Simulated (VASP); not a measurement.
# TiAl3 (Pm-3m) in VASP: notebook

The runs below take TiAl3 through single point, relaxation of cell and atoms, with PBE.

Program: VASP 6.6.1. These are calculated values, not measurements. Logs are shortened: lines on timing, memory, paths and dates and some standing lists are left out, and cuts for length are marked.

## Step 1: The cell of the first run

Symmetry: Pm-3m, No. 221, cubic system. The conventional cell has a = 3.982 Å, b = 3.982 Å, c = 3.982 Å, α = 90.00°, β = 90.00°, γ = 90.00°. Within 3.7 Å of Ti (site symmetry m-3m) lie 12 Al at 2.82 Å. Within 3.7 Å of Al (site symmetry 4/mmm) lie 4 Ti at 2.82 Å and 8 Al at 2.82 Å.

## Step 2: Single point, PBE

INCAR reads:

```
SYSTEM = TiAl3
PREC = Accurate ; ENCUT = 520
EDIFF = 1E-7 ; ISMEAR = -1
SIGMA = 0.15 ; LREAL = .FALSE.
LASPH = .TRUE. ; NELM = 60
ALGO = Normal ; ISIF = 2
LWAVE = .FALSE. ; LCHARG = .FALSE.
GGA = PE ; NBANDS = 18
```

KPOINTS reads:

```
Automatic mesh
0
G
  10 10 10
  0 0 0
```

POSCAR reads:

```
TiAl3
1.0
    3.9823283179      0.0000000000      0.0000000000
    0.0000000000      3.9823283179      0.0000000000
    0.0000000000      0.0000000000      3.9823283179
Ti Al
1 3
Direct
    0.0000000000      0.0000000000      0.0000000000
    0.5000000000      0.5000000000      0.0000000000
    0.5000000000      0.0000000000      0.5000000000
    0.0000000000      0.5000000000      0.5000000000
```

Potentials or basis: VASP PAW PBE potentials, release 64 (Ti_sv, Al).

Launch:

```
$ cat potpaw_PBE.64/Ti_sv/POTCAR potpaw_PBE.64/Al/POTCAR > POTCAR
$ mpirun -np 1 vasp_std > vasp.out
```

OUTCAR:

```text
SYSTEM = TiAl3
   PREC = Accurate
   ENCUT = 520
   EDIFF = 1E-7
   ISMEAR = -1
   LREAL = .FALSE.
   LASPH = .TRUE.
   NELM = 60
   ISIF = 2
   GGA = PE

 ion  position               nearest neighbor table
   1  0.000  0.000  0.000-   2 2.82   3 2.82   4 2.82   3 2.82   4 2.82   2 2.82   4 2.82   4 2.82
                             2 2.82   3 2.82   3 2.82   2 2.82
   2  0.500  0.500  0.000-   1 2.82   3 2.82   4 2.82   3 2.82   4 2.82   1 2.82   3 2.82   3 2.82
                             1 2.82   4 2.82   4 2.82   1 2.82
   3  0.500  0.000  0.500-   1 2.82   2 2.82   4 2.82   1 2.82   2 2.82   2 2.82   4 2.82   2 2.82
                             1 2.82   4 2.82   1 2.82   4 2.82
   4  0.000  0.500  0.500-   1 2.82   2 2.82   3 2.82   1 2.82   2 2.82   1 2.82   3 2.82   1 2.82
                             2 2.82   3 2.82   2 2.82   3 2.82

  LATTYP: Found a simple cubic cell.
 ALAT       =     3.9823283179

  Lattice vectors:

 A1 = (   3.9823283179,   0.0000000000,   0.0000000000)
 A2 = (   0.0000000000,   3.9823283179,   0.0000000000)
 A3 = (   0.0000000000,   0.0000000000,   3.9823283179)

Analysis of symmetry for initial positions (statically):
=====================================================================
 Subroutine PRICEL returns:
 Original cell was already a primitive cell.

 Routine SETGRP: Setting up the symmetry group for a
 simple cubic supercell.

 Subroutine GETGRP returns: Found 48 space group operations
 (whereof 48 operations were pure point group operations)
 out of a pool of 48 trial point group operations.

The static configuration has the point symmetry O_h .

Analysis of symmetry for dynamics (positions and initial velocities):
=====================================================================
 Subroutine PRICEL returns:
 Original cell was already a primitive cell.

 Routine SETGRP: Setting up the symmetry group for a
 simple cubic supercell.

 Subroutine GETGRP returns: Found 48 space group operations
 (whereof 48 operations were pure point group operations)
 out of a pool of 48 trial point group operations.

The dynamic configuration has the point symmetry O_h .

 Subroutine INISYM returns: Found 48 space group operations
 (whereof 48 operations are pure point group operations),
 and found     1 'primitive' translations

----------------------------------------------------------------------------------------

                                     Primitive cell

  volume of cell :      63.1555

  direct lattice vectors                    reciprocal lattice vectors
     3.982328318  0.000000000  0.000000000     0.251109381  0.000000000  0.000000000
     0.000000000  3.982328318  0.000000000     0.000000000  0.251109381  0.000000000
     0.000000000  0.000000000  3.982328318     0.000000000  0.000000000  0.251109381

  length of vectors
     3.982328318  3.982328318  3.982328318     0.251109381  0.251109381  0.251109381

  position of ions in fractional coordinates (direct lattice)
     0.000000000  0.000000000  0.000000000
     0.500000000  0.500000000  0.000000000
     0.500000000  0.000000000  0.500000000
     0.000000000  0.500000000  0.500000000

  ion indices of the primitive-cell ions
   primitive index   ion index
                 1           1
                 2           2
                 3           3
                 4           4

----------------------------------------------------------------------------------------

 KPOINTS: Automatic mesh

Automatic generation of k-mesh.
 Grid dimensions read from file:
 generate k-points for:   10   10   10

 Generating k-lattice:

  Cartesian coordinates                     Fractional coordinates (reciprocal lattice)
     0.025110938  0.000000000  0.000000000     0.100000000  0.000000000  0.000000000
     0.000000000  0.025110938  0.000000000     0.000000000  0.100000000  0.000000000
     0.000000000  0.000000000  0.025110938     0.000000000  0.000000000  0.100000000

  Length of vectors
     0.025110938  0.025110938  0.025110938

  Shift w.r.t. Gamma in fractional coordinates (k-lattice)
     0.000000000  0.000000000  0.000000000

 Subroutine IBZKPT returns following result:
 ===========================================

 Found     56 irreducible k-points:

 Following reciprocal coordinates:
            Coordinates               Weight
  0.000000  0.000000  0.000000      1.000000
  0.100000  0.000000  0.000000      6.000000
  0.200000  0.000000  0.000000      6.000000
  0.300000  0.000000  0.000000      6.000000
  0.400000  0.000000  0.000000      6.000000
  0.500000  0.000000  0.000000      3.000000
[... 16 lines left out ...]
  0.200000  0.100000  0.100000     24.000000
  0.300000  0.100000  0.100000     24.000000
 [... further k-points ...]
   k-points           NKPTS =     56   k-points in BZ     NKDIM =     56   number of bands    NBANDS=     18
   number of dos      NEDOS =    301   number of ions     NIONS =      4
   total plane-waves  NPLWV =  27000
   dimension x,y,z NGX =    30 NGY =   30 NGZ =   30
   dimension x,y,z NGXF=    60 NGYF=   60 NGZF=   60
   ions per type =               1   3
   NGX,Y,Z   is equivalent  to a cutoff of  12.52, 12.52, 12.52 a.u.
   NGXF,Y,Z  is equivalent  to a cutoff of  25.05, 25.05, 25.05 a.u.
 SYSTEM =  TiAl3
   PREC   = accura    normal or accurate (medium, high low for compatibility)
   ISTART =      0    job   : 0-new  1-cont  2-samecut
   ICHARG =      2    charge: 1-file 2-atom 10-const
   ISPIN  =      1    spin polarized calculation?
   LNONCOLLINEAR =      F non collinear calculations
   LSORBIT =      F    spin-orbit coupling
   LASPH  =      T    aspherical Exc in radial PAW
   ENCUT  =  520.0 eV  38.22 Ry    6.18 a.u.   7.40  7.40  7.40*2*pi/ulx,y,z
   NELM   =     60;   NELMIN=  2; NELMDL= -5     # of ELM steps
   EDIFF  = 0.1E-06   stopping-criterion for ELM
   LREAL  =      F    real-space projection
   EDIFFG = 0.1E-05   stopping-criterion for IOM
   NSW    =      0    number of steps for IOM
   IBRION =     -1    ionic relax: 0-MD 1-quasi-New 2-CG
   NFREE  =      0    steps in history (QN), initial steepest desc. (CG)
   ISIF   =      2    stress and relaxation
   ISYM   =      2    0-nonsym 1-usesym 2-fastsym
   POTIM  = 0.5000    time-step for ionic-motion
   TEBEG  =    0.0;   TEEND  =   0.0 temperature during run
   PSTRESS=    0.0 pullay stress
   NELECT =      21.0000    total number of electrons
   NUPDOWN=      -1.0000    fix difference up-down
   EMIN   =  10.00;   EMAX   =-10.00  energy-range for DOS
   EFERMI =   0.00;   METHOD = LEGACY
   ISMEAR =    -1;   SIGMA  =   0.15  broadening in eV -4-tet -1-fermi 0-gaus
   EFERMI_NEDOS =   21; number of points for ismear=-14 and -15
   IALGO  =     38    algorithm
   IMIX   =      4    mixing-type and parameters
     AMIX     =   0.40;   BMIX     =  1.00
     AMIX_MAG =   1.60;   BMIX_MAG =  1.00
  volume/ion in A,a.u.               =      15.79       106.55
  Fermi-wavevector in a.u.,A,eV,Ry     =   1.134168  2.143267 17.501690  1.286338
  Thomas-Fermi vector in A             =   2.270872
   LORBIT       =      0    0 simple, 1 ext, 2 COOP (PROOUT), +10 PAW based schemes
   GGA     = PE    functional components
   LHFCALC =     F    Hartree Fock is set to
   AEXX    =    0.0000 exact exchange contribution
   IVDW    =     0    specifies the selected vdW correction
   LEPSILON=     F    determine dielectric tensor
   LRPA    =     F    only Hartree local field effects (RPA)
 non-spin polarized calculation
  energy-cutoff  :      520.00
  volume of cell :       63.16
 maximum number of plane-waves:      1743
 NGX is ok and might be reduce to    30
   NGX = 15   NGY = 15   NGZ = 15

 number of electron      20.9999998 magnetization

 Free energy of the ion-electron system (eV)
  ---------------------------------------------------
  ext. energy  EPLUGINS =         0.00000000
  ---------------------------------------------------
  free energy    TOTEN  =       -20.63254125 eV

  energy without entropy =      -20.46979086  energy(sigma->0) =      -20.55116605

 E-fermi :   8.8832     XC(G=0): -10.7494

 val. band max:        8.8180446409   @ k =   0.5000   0.1000   0.0000
 cond. band min:       8.8926153094   @ k =   0.4000   0.2000   0.0000
 fundamental gap:      0.0745706685
 Fermi energy:         8.8832088753

 k-point     1 :       0.0000    0.0000    0.0000
  band No.  band energies     occupation
      1     -48.0873      2.00000
      2     -24.3868      2.00000
      3     -24.3868      2.00000
      4     -24.3868      2.00000
      5      -1.8106      2.00000
      6       5.8502      2.00000
[... 10 lines left out ...]
     17      14.5053      0.00000
     18      14.5053      0.00000

 k-point     2 :       0.1000    0.0000    0.0000
  band No.  band energies     occupation
      1     -48.0872      2.00000
      2     -24.3886      2.00000
      3     -24.3867      2.00000
      4     -24.3867      2.00000
      5      -1.7148      2.00000
      6       5.0989      2.00000
[... 10 lines left out ...]
     17      14.3686      0.00000
     18      14.3689      0.00000

 k-point     3 :       0.2000    0.0000    0.0000
  band No.  band energies     occupation
      1     -48.0870      2.00000
      2     -24.3931      2.00000
      3     -24.3864      2.00000
      4     -24.3864      2.00000
      5      -1.4301      2.00000
      6       3.9063      2.00000
[... 10 lines left out ...]
     17      13.7320      0.00000
     18      13.7320      0.00000

 k-point     4 :       0.3000    0.0000    0.0000
  band No.  band energies     occupation
      1     -48.0868      2.00000
      2     -24.3988      2.00000
      3     -24.3860      2.00000
      4     -24.3860      2.00000
      5      -0.9652      2.00000
      6       2.7135      2.00000
[... 375 lines left out ...]
      4     -24.3882      2.00000
      5      -1.5247      2.00000
      6       5.0909      2.00000
[... 10 lines left out ...]
     17      14.0789      0.00000
     18      14.0819      0.00000

 k-point    23 :       0.2000    0.1000    0.1000
  band No.  band energies     occupation
      1     -48.0869      2.00000
      2     -24.3928      2.00000
      3     -24.3880      2.00000
      4     -24.3879      2.00000
      5      -1.2427      2.00000
      6       4.0460      2.00000
[... 10 lines left out ...]
     17      13.6200      0.00000
     18      13.6272      0.00000

 k-point    24 :       0.3000    0.1000    0.1000
  band No.  band energies     occupation
      1     -48.0867      2.00000
      2     -24.3984      2.00000
      3     -24.3876      2.00000
      4     -24.3874      2.00000
      5      -0.7828      2.00000
      6       2.8751      2.00000
[... 10 lines left out ...]
     17      13.0528      0.00000
     18      14.3666      0.00000

 [... further k-points ...]

------------------------ aborting loop because EDIFF is reached ----------------------------------------

  FORCE on cell =-STRESS in cart. coord.  units (eV):
  Direction    XX          YY          ZZ          XY          YZ          ZX
  --------------------------------------------------------------------------------------
  -------------------------------------------------------------------------------------
  Total       -0.0041528     -0.0041528     -0.0041528     -0.0000000     -0.0000000     -0.0000000
  in kB       -0.1053511     -0.1053511     -0.1053511     -0.0000000     -0.0000000     -0.0000000
  external PRESSURE =      -0.1053511 kB  Pullay stress =       0.0000000 kB

 VOLUME and BASIS-vectors are now :
 -----------------------------------------------------------------------------
  energy-cutoff  :      520.00
  volume of cell :       63.16
      direct lattice vectors                 reciprocal lattice vectors
     3.982328318  0.000000000  0.000000000     0.251109381  0.000000000  0.000000000
     0.000000000  3.982328318  0.000000000     0.000000000  0.251109381  0.000000000
     0.000000000  0.000000000  3.982328318     0.000000000  0.000000000  0.251109381

 POSITION                                       TOTAL-FORCE (eV/Angst)
 -----------------------------------------------------------------------------------
      0.00000      0.00000      0.00000         0.000000      0.000000      0.000000
      1.99116      1.99116      0.00000         0.000000      0.000000      0.000000
      1.99116      0.00000      1.99116         0.000000      0.000000      0.000000
      0.00000      1.99116      1.99116         0.000000      0.000000      0.000000
 -----------------------------------------------------------------------------------
    total drift:                               -0.000000     -0.000000      0.000000

  FREE ENERGIE OF THE ION-ELECTRON SYSTEM (eV)
  ---------------------------------------------------
  free  energy   TOTEN  =       -20.6325412455 eV

  energy  without entropy=      -20.4697908631  energy(sigma->0) =      -20.55116605
```

Wall time 34 s (1 thread of AMD EPYC 9R45 (Zen 5), shared host); peak memory 0.18 GiB.

Results:

| Property | Result |
| --- | --- |
| Free energy | -20.6325 eV |
| Pressure | 0.0 GPa |
| Band gap on the k mesh | zero (an odd number of electrons rules out a gap without spin polarisation) |

Levels at points of the mesh, in eV from the Fermi level:
| k point | band 8 | band 9 | band 10 | band 11 | band 12 | band 13 |
| --- | --- | --- | --- | --- | --- | --- |
| (0.00, 0.00, 0.00) | -2.14 | -2.14 | -2.14 | 0.18 | 0.18 | 0.18 |
| (0.50, 0.00, 0.00) | -2.21 | -2.11 | 0.42 | 0.74 | 0.74 | 0.96 |
| (0.50, 0.50, 0.00) | -4.96 | -1.22 | -1.22 | 0.64 | 0.89 | 1.11 |
| (0.50, 0.50, 0.50) | -4.89 | -3.46 | -3.46 | -3.46 | 0.20 | 1.22 |

## Step 3: Single point, PBE

INCAR reads:

```
  ALGO = Normal
  EDIFF = 1E-7
  ENCUT = 520
  GGA = PE
  ISIF = 2
  ISMEAR = -1
  LASPH = True
  LCHARG = False
  LREAL = False
  LWAVE = False
  NBANDS = 18
  NELM = 80
  PREC = Accurate
  SIGMA = 0.15
```

KPOINTS reads:

```
k-points
0
Gamma
  10 10 10
```

POSCAR is that of step 2.

Potentials or basis: VASP PAW PBE potentials, release 64 (Ti_sv, Al).

Launch:

```
$ cat potpaw_PBE.64/Ti_sv/POTCAR potpaw_PBE.64/Al/POTCAR > POTCAR
$ mpirun -np 1 vasp_std > vasp.out
```

Wall time 36 s (1 thread of AMD EPYC 9R45 (Zen 5), shared host); peak memory 0.17 GiB.

Results (log left out):

| Item | Value |
| --- | --- |
| Free energy | -20.6325 eV |
| Pressure | 0.0 GPa |
| Band gap on the k mesh | zero (an odd number of electrons rules out a gap without spin polarisation) |

Levels at points of the mesh, in eV from the Fermi level:
```
           k point  band 8  band 9  band 10  band 11  band 12  band 13
(0.00, 0.00, 0.00)   -2.14   -2.14    -2.14     0.18     0.18     0.18
(0.50, 0.00, 0.00)   -2.21   -2.11     0.42     0.74     0.74     0.96
(0.50, 0.50, 0.00)   -4.96   -1.22    -1.22     0.64     0.89     1.11
(0.50, 0.50, 0.50)   -4.89   -3.46    -3.46    -3.46     0.20     1.22
```

## Step 4: Relaxation of cell and atoms, PBE

INCAR reads:

```
SYSTEM = TiAl3
  PREC = Accurate
  ENCUT = 600
  EDIFF = 1E-6
  ISMEAR = -1
  SIGMA = 0.15
  LREAL = .FALSE.
  LASPH = .TRUE.
  NELM = 60
  ALGO = Fast
  ISIF = 3
  LWAVE = .FALSE.
  LCHARG = .FALSE.
  GGA = PE
  IBRION = 2
  NSW = 80
  EDIFFG = -0.001
```

KPOINTS reads:

```
regular mesh
0
G
  10 10 10
  0 0 0
```

POSCAR reads:

```
TiAl3
1.0
    3.9797267085      0.0000000000      0.0000000000
    0.0000000000      3.9797267085      0.0000000000
    0.0000000000      0.0000000000      3.9797267085
Ti Al
1 3
Direct
    0.0000000000      0.0000000000      0.0000000000
    0.5000000000      0.5000000000      0.0000000000
    0.5000000000      0.0000000000      0.5000000000
    0.0000000000      0.5000000000      0.5000000000
```

Launch:

```
$ cat potpaw_PBE.64/Ti_sv/POTCAR potpaw_PBE.64/Al/POTCAR > POTCAR
$ mpirun -np 1 vasp_std > vasp.out
```

Run time: 2.9 min. Hardware: 1 thread of AMD EPYC 9R45 (Zen 5), shared host; peak memory 0.19 GiB.

The run converged. Its results:

```
Free energy                           : -20.6330 eV
Relaxed volume                        : 15.79 Å³/atom
Relaxed cell                          : a = 3.982 Å, b = 3.982 Å, c = 3.982 Å, α = 90.00°, β = 90.00°, γ = 90.00°
Space group after relaxing (to 0.1 Å) : Pm-3m (No. 221)
Energy gained by relaxing             : 0.0 meV/atom
Ionic steps                           : 7
Pressure after relaxing               : 0.0 GPa
Band gap on the k mesh                : zero (an odd number of electrons rules out a gap without spin polarisation)
```

Final structure:
```yaml
crystal:
  lattice:
    - [3.98201, 0.00000, 0.00000]
    - [0.00000, 3.98201, 0.00000]
    - [0.00000, 0.00000, 3.98201]
  atoms:
    - { symbol: Ti, position: [0.00000, 0.00000, 0.00000] }
    - { symbol: Al, position: [0.50000, 0.50000, 0.00000] }
    - { symbol: Al, position: [0.50000, 0.00000, 0.50000] }
    - { symbol: Al, position: [0.00000, 0.50000, 0.50000] }
```

Levels at points of the mesh, in eV from the Fermi level:
```csv
k point,band 7,band 8,band 9,band 10,band 11,band 12,band 13,band 14
"(0.00, 0.00, 0.00)",-3.03,-2.14,-2.14,-2.14,0.18,0.18,0.18,0.76
"(0.50, 0.00, 0.00)",-2.21,-2.21,-2.11,0.42,0.74,0.74,0.96,1.05
"(0.50, 0.50, 0.00)",-6.08,-4.96,-1.22,-1.22,0.64,0.89,1.11,1.16
"(0.50, 0.50, 0.50)",-5.10,-4.90,-3.46,-3.46,-3.46,0.20,1.22,1.22
```

The gap in the log of VASP goes by the Fermi energy; the results here count the filled bands.